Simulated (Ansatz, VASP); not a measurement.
# Ca: VASP beside Ansatz

```
Ca
1.0
     0.00000    2.78841    2.78841
     2.78841    0.00000    2.78841
     2.78841    2.78841    0.00000
Ca
1
Direct
  0.00000 0.00000 0.00000
```

Alike in both runs: task single point; functional PBE; k mesh 8 × 8 × 8; no spin polarisation.

|  | VASP | Ansatz |
| --- | --- | --- |
| version | VASP 6.6.1 | Ansatz 0.2.0 |
| potentials or method | VASP PAW PBE potentials, release 64 (Ca_sv), cutoff 520 eV | scalar-relativistic, plane waves, PAW |
| occupations | fermi-dirac, width 0.25852 eV | fermi-dirac |
| valence electrons in the cell | 10 | 10 |

```csv
,VASP,Ansatz,Ansatz less VASP
gap on the k mesh at the Fermi level (eV),none,none,-
pressure (GPa),-0.3,-0.3,-0.01
```

A gap of «none» marks a metal or a gap that the smearing closes.
